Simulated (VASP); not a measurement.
# LiNbO3 (R-3c) in VASP: relaxation of shape and atoms at fixed volume with r2SCAN

Aim: the relaxation of shape and atoms at fixed volume of LiNbO3 with r2SCAN.

Everything below comes from runs of VASP 6.6.1. Logs are shortened: lines on timing, memory, paths and dates and some standing lists are left out, and cuts for length are marked.

## 1. The cell of the first run

It takes space group R-3c (No. 167, trigonal). The conventional cell has a = 5.078 Å, b = 5.078 Å, c = 13.413 Å, α = 90.00°, β = 90.00°, γ = 120.00°. Within 2.5 Å of Li (site symmetry 32) lie 3 O at 1.90 Å. Within 2.6 Å of Nb (site symmetry -3) lie 6 O at 1.95 Å. O (site symmetry 2) has 1 Li at 1.90 Å and 2 Nb at 1.95 Å within 2.5 Å.

## 2. Relaxation of shape and atoms at fixed volume, r2SCAN (9.99 Å³/atom)

The input, POSCAR:

```
LiNbO3
1.0
    2.5390995175      1.4659497899      4.4710133895
   -2.5390995175      1.4659497899      4.4710133895
    0.0000000000     -2.9318995799      4.4710133894
Li Nb O
2 2 6
Direct
    0.2500000000      0.2500000000      0.2500000000
    0.7500000000      0.7500000000      0.7500000000
    0.0000000000      0.0000000000      0.0000000000
    0.5000000000      0.5000000000      0.5000000000
    0.1233874148      0.3766125852      0.7500000000
    0.7500000000      0.1233874148      0.3766125852
    0.3766125852      0.7500000000      0.1233874148
    0.2500000000      0.8766125852      0.6233874148
    0.8766125852      0.6233874148      0.2500000000
    0.6233874148      0.2500000000      0.8766125852
```

The input, INCAR.step1:

```
PREC = Accurate
ENCUT = 600
ISMEAR = 0
SIGMA = 0.02
LREAL = False
LASPH = True
NELM = 100
GGA = PE
ALGO = Normal
EDIFF = 1E-4
LWAVE = True
LCHARG = False
```

The input, INCAR.step2:

```
PREC = Accurate
ENCUT = 600
EDIFF = 1E-6
ISMEAR = 0
SIGMA = 0.02
LREAL = False
LASPH = True
NELM = 100
ALGO = Normal
ISIF = 4
LWAVE = False
LCHARG = False
METAGGA = R2SCAN
LMIXTAU = True
IBRION = 2
NSW = 50
EDIFFG = -0.01
ISTART = 1
```

The input, KPOINTS:

```
regular mesh
0
Gamma
  6 6 6
```

Potentials or basis: VASP PAW PBE potentials, release 64 (Li_sv, Nb_sv, O).

Launch:

```bash
> cat potpaw_PBE.64/Li_sv/POTCAR potpaw_PBE.64/Nb_sv/POTCAR potpaw_PBE.64/O/POTCAR > POTCAR
> cp INCAR.step1 INCAR
> mpirun -np 1 vasp_std > vasp.out
> cp INCAR.step2 INCAR
> mpirun -np 1 vasp_std > vasp.out
```

OUTCAR:

```text
PREC = Accurate
   ENCUT = 600
   EDIFF = 1E-6
   ISMEAR = 0
   LREAL = False
   LASPH = True
   NELM = 100
   ISIF = 4
   METAGGA = R2SCAN
   IBRION = 2
   NSW = 50
   EDIFFG = -0.01
   ISTART = 1

 ion  position               nearest neighbor table
   1  0.250  0.250  0.250-   9 1.90   8 1.90  10 1.90
   2  0.750  0.750  0.750-   5 1.90   6 1.90   7 1.90
   3  0.000  0.000  0.000-   6 1.95   8 1.95   7 1.95  10 1.95   9 1.95   5 1.95
   4  0.500  0.500  0.500-   7 1.95  10 1.95   8 1.95   6 1.95   9 1.95   5 1.95
   5  0.123  0.377  0.750-   2 1.90   3 1.95   4 1.95
   6  0.750  0.123  0.377-   2 1.90   3 1.95   4 1.95
   7  0.377  0.750  0.123-   2 1.90   4 1.95   3 1.95
   8  0.250  0.877  0.623-   1 1.90   3 1.95   4 1.95
   9  0.877  0.623  0.250-   1 1.90   3 1.95   4 1.95
  10  0.623  0.250  0.877-   1 1.90   4 1.95   3 1.95

  LATTYP: Found a trigonal (rhomboedric) cell.
 ALAT       =     5.3465873111
 COS(alpha) =     0.5489381312

  Lattice vectors:

 A1 = (   2.5390995175,   1.4659497899,   4.4710133895)
 A2 = (  -2.5390995175,   1.4659497899,   4.4710133895)
 A3 = (   0.0000000000,  -2.9318995799,   4.4710133894)

Analysis of symmetry for initial positions (statically):
=====================================================================
 Subroutine PRICEL returns:
 Original cell was already a primitive cell.

 Routine SETGRP: Setting up the symmetry group for a
 trigonal (rhombohedral) supercell.

 Subroutine GETGRP returns: Found 12 space group operations
 (whereof  6 operations were pure point group operations)
 out of a pool of 12 trial point group operations.

The static configuration has the point symmetry S_6 .
 The point group associated with its full space group is D_3d.

Analysis of symmetry for dynamics (positions and initial velocities):
=====================================================================
 Subroutine PRICEL returns:
 Original cell was already a primitive cell.

 Routine SETGRP: Setting up the symmetry group for a
 trigonal (rhombohedral) supercell.

 Subroutine GETGRP returns: Found 12 space group operations
 (whereof  6 operations were pure point group operations)
 out of a pool of 12 trial point group operations.

The dynamic configuration has the point symmetry S_6 .
 The point group associated with its full space group is D_3d.

 Subroutine INISYM returns: Found 12 space group operations
 (whereof  6 operations are pure point group operations),
 and found     1 'primitive' translations

----------------------------------------------------------------------------------------

                                     Primitive cell

  volume of cell :      99.8518

  direct lattice vectors                    reciprocal lattice vectors
     2.539099517  1.465949790  4.471013390     0.196920206  0.113691934  0.074554313
    -2.539099517  1.465949790  4.471013390    -0.196920206  0.113691934  0.074554313
     0.000000000 -2.931899580  4.471013389     0.000000000 -0.227383868  0.074554313

  length of vectors
     5.346587311  5.346587311  5.346587311     0.239294315  0.239294315  0.239294315

  position of ions in fractional coordinates (direct lattice)
     0.250000000  0.250000000  0.250000000
     0.750000000  0.750000000  0.750000000
     0.000000000  0.000000000  0.000000000
     0.500000000  0.500000000  0.500000000
     0.123387415  0.376612585  0.750000000
     0.750000000  0.123387415  0.376612585
     0.376612585  0.750000000  0.123387415
     0.250000000  0.876612585  0.623387415
     0.876612585  0.623387415  0.250000000
     0.623387415  0.250000000  0.876612585

  ion indices of the primitive-cell ions
   primitive index   ion index
                 1           1
                 2           2
                 3           3
                 4           4
                 5           5
                 6           6
                 7           7
                 8           8
                 9           9
                10          10

----------------------------------------------------------------------------------------

 KPOINTS: regular mesh

Automatic generation of k-mesh.
 Grid dimensions read from file:
 generate k-points for:    6    6    6

 Generating k-lattice:

  Cartesian coordinates                     Fractional coordinates (reciprocal lattice)
     0.032820034  0.018948656  0.012425719     0.166666667  0.000000000  0.000000000
    -0.032820034  0.018948656  0.012425719     0.000000000  0.166666667  0.000000000
     0.000000000 -0.037897311  0.012425719     0.000000000  0.000000000  0.166666667

  Length of vectors
     0.039882386  0.039882386  0.039882386

  Shift w.r.t. Gamma in fractional coordinates (k-lattice)
     0.000000000  0.000000000  0.000000000

 Subroutine IBZKPT returns following result:
 ===========================================

 Found     32 irreducible k-points:

 Following reciprocal coordinates:
            Coordinates               Weight
  0.000000  0.000000  0.000000      1.000000
  0.166667  0.000000  0.000000      6.000000
  0.333333  0.000000  0.000000      6.000000
  0.500000  0.000000  0.000000      3.000000
  0.166667  0.166667  0.000000      6.000000
  0.333333  0.166667  0.000000     12.000000
[... 16 lines left out ...]
  0.500000  0.500000  0.166667      6.000000
 -0.333333  0.500000  0.166667     12.000000
 [... further k-points ...]
   k-points           NKPTS =     32   k-points in BZ     NKDIM =     32   number of bands    NBANDS=     40
   number of dos      NEDOS =    301   number of ions     NIONS =     10
   total plane-waves  NPLWV = 110592
   dimension x,y,z NGX =    48 NGY =   48 NGZ =   48
   dimension x,y,z NGXF=    96 NGYF=   96 NGZF=   96
   ions per type =               2   2   6
   NGX,Y,Z   is equivalent  to a cutoff of  14.93, 14.93, 14.93 a.u.
   NGXF,Y,Z  is equivalent  to a cutoff of  29.85, 29.85, 29.85 a.u.
 SYSTEM =  unknown system
   PREC   = accura    normal or accurate (medium, high low for compatibility)
   ISTART =      1    job   : 0-new  1-cont  2-samecut
   ICHARG =      0    charge: 1-file 2-atom 10-const
   ISPIN  =      1    spin polarized calculation?
   LNONCOLLINEAR =      F non collinear calculations
   LSORBIT =      F    spin-orbit coupling
   LASPH  =      T    aspherical Exc in radial PAW
   ENCUT  =  600.0 eV  44.10 Ry    6.64 a.u.  10.68 10.68 10.68*2*pi/ulx,y,z
   NELM   =    100;   NELMIN=  2; NELMDL=  0     # of ELM steps
   EDIFF  = 0.1E-05   stopping-criterion for ELM
   LREAL  =      F    real-space projection
   EDIFFG = -.1E-01   stopping-criterion for IOM
   NSW    =     50    number of steps for IOM
   IBRION =      2    ionic relax: 0-MD 1-quasi-New 2-CG
   NFREE  =      1    steps in history (QN), initial steepest desc. (CG)
   ISIF   =      4    stress and relaxation
   ISYM   =      2    0-nonsym 1-usesym 2-fastsym
   POTIM  = 0.5000    time-step for ionic-motion
   TEBEG  =    0.0;   TEEND  =   0.0 temperature during run
   PSTRESS=    0.0 pullay stress
   NELECT =      68.0000    total number of electrons
   NUPDOWN=      -1.0000    fix difference up-down
   EMIN   =  10.00;   EMAX   =-10.00  energy-range for DOS
   EFERMI =   0.00;   METHOD = LEGACY
   ISMEAR =     0;   SIGMA  =   0.02  broadening in eV -4-tet -1-fermi 0-gaus
   EFERMI_NEDOS =   21; number of points for ismear=-14 and -15
   IALGO  =     38    algorithm
   IMIX   =      4    mixing-type and parameters
     AMIX     =   0.40;   BMIX     =  1.00
     AMIX_MAG =   1.60;   BMIX_MAG =  1.00
  volume/ion in A,a.u.               =       9.99        67.38
  Fermi-wavevector in a.u.,A,eV,Ry     =   1.440320  2.721811 28.225598  2.074523
  Thomas-Fermi vector in A             =   2.559078
   LORBIT       =      0    0 simple, 1 ext, 2 COOP (PROOUT), +10 PAW based schemes
   METAGGA = R2SCAN    functional components
   LHFCALC =     F    Hartree Fock is set to
   AEXX    =    0.0000 exact exchange contribution
   IVDW    =     0    specifies the selected vdW correction
   LEPSILON=     F    determine dielectric tensor
   LRPA    =     F    only Hartree local field effects (RPA)
 conjugate gradient relaxation of ions
 non-spin polarized calculation
 Gauss-broadening in eV      SIGMA  =   0.02
  energy-cutoff  :      600.00
  volume of cell :       99.85
 maximum number of plane-waves:      3350
 NGX is ok and might be reduce to    48
   NGX = 21   NGY = 21   NGZ = 21

--------------------------------------- Ionic step        1  -------------------------------------------

 number of electron      68.0000001 magnetization

 Free energy of the ion-electron system (eV)
  ---------------------------------------------------
  ext. energy  EPLUGINS =         0.00000000
  ---------------------------------------------------
  free energy    TOTEN  =      -118.08423605 eV

  energy without entropy =     -118.08423605  energy(sigma->0) =     -118.08423605

------------------------ aborting loop because EDIFF is reached ----------------------------------------

  FORCE on cell =-STRESS in cart. coord.  units (eV):
  Direction    XX          YY          ZZ          XY          YZ          ZX
  --------------------------------------------------------------------------------------
  -------------------------------------------------------------------------------------
  Total        8.4363233      8.4363233      7.9492673      0.0000000      0.0000000      0.0000000
  in kB      135.3654264    135.3654264    127.5503473      0.0000000      0.0000000      0.0000000
  external PRESSURE =     132.7604000 kB  Pullay stress =       0.0000000 kB
[... 161 lines left out ...]
  energy  without entropy=     -118.1023534504  energy(sigma->0) =     -118.10235345

--------------------------------------- Ionic step        5  -------------------------------------------

 number of electron      68.0000006 magnetization

 Free energy of the ion-electron system (eV)
  ---------------------------------------------------
  ext. energy  EPLUGINS =         0.00000000
  ---------------------------------------------------
  free energy    TOTEN  =      -118.10241838 eV

  energy without entropy =     -118.10241838  energy(sigma->0) =     -118.10241838

 E-fermi :   4.1016     XC(G=0): -11.8470

 val. band max:        3.9561797188   @ k =   0.0000   0.0000   0.0000
 cond. band min:       7.0917968155   @ k =   0.5000   0.5000   0.0000
 fundamental gap:      3.1356170967
 Fermi energy:         4.1016140493

 k-point     1 :       0.0000    0.0000    0.0000
  band No.  band energies     occupation
      1     -52.0726      2.00000
      2     -52.0491      2.00000
      3     -39.8169      2.00000
      4     -39.8139      2.00000
      5     -27.6664      2.00000
      6     -27.6664      2.00000
[... 1021 lines left out ...]
     39       9.6574      0.00000
     40       9.8744      0.00000

 [... further k-points ...]

------------------------ aborting loop because EDIFF is reached ----------------------------------------

  FORCE on cell =-STRESS in cart. coord.  units (eV):
  Direction    XX          YY          ZZ          XY          YZ          ZX
  --------------------------------------------------------------------------------------
  -------------------------------------------------------------------------------------
  Total        6.9493497      6.9493497      7.0370488     -0.0000000      0.0000000     -0.0000000
  in kB      111.5061208    111.5061208    112.9133012     -0.0000000      0.0000000     -0.0000000
  external PRESSURE =     111.9751809 kB  Pullay stress =       0.0000000 kB
[... 25 lines left out ...]
  FREE ENERGIE OF THE ION-ELECTRON SYSTEM (eV)
  ---------------------------------------------------
  free  energy   TOTEN  =      -118.1024183790 eV

  energy  without entropy=     -118.1024183790  energy(sigma->0) =     -118.10241838

 reached required accuracy - stopping structural energy minimisation
```

Wall time 2 h (1 thread of Oxide Virtual Turin-like, shared host); peak memory 0.4 GiB.

What came out:

- Free energy: -118.1024 eV
- Energy gained by relaxing: 1.8 meV/atom
- Ionic steps: 5
- Pressure after relaxing: 11.2 GPa
- Band gap on the k mesh: 3.14 eV (least direct gap 3.21 eV)

The path:
```csv
step,energy change (eV),largest force (eV/Å),pressure (GPa),volume (Å³)
1,0.0000,0.2658,13.28,99.85
2,-0.0150,0.1195,12.11,99.85
3,-0.0167,0.0575,10.73,99.85
4,-0.0181,0.0048,11.21,99.85
5,-0.0182,0.0020,11.20,99.85
```

Final structure:
```yaml
crystal:
  lattice:
    - [2.54156, 1.46737, 4.46235]
    - [-2.54156, 1.46737, 4.46235]
    - [0.00000, -2.93474, 4.46235]
  atoms:
    - { symbol: Li, position: [0.25000, 0.25000, 0.25000] }
    - { symbol: Li, position: [0.75000, 0.75000, 0.75000] }
    - { symbol: Nb, position: [0.00000, 0.00000, 0.00000] }
    - { symbol: Nb, position: [0.50000, 0.50000, 0.50000] }
    - { symbol: O, position: [0.11886, 0.38114, 0.75000] }
    - { symbol: O, position: [0.75000, 0.11886, 0.38114] }
    - { symbol: O, position: [0.38114, 0.75000, 0.11886] }
    - { symbol: O, position: [0.25000, 0.88114, 0.61886] }
    - { symbol: O, position: [0.88114, 0.61886, 0.25000] }
    - { symbol: O, position: [0.61886, 0.25000, 0.88114] }
```

Caveat: the cutoff is under 1.25 times the usual one of these potentials, so pressure, stress and relaxed cells hold a basis-set (Pulay) error; the PAW data sets were made with another functional, which shifts forces and pressure a little.
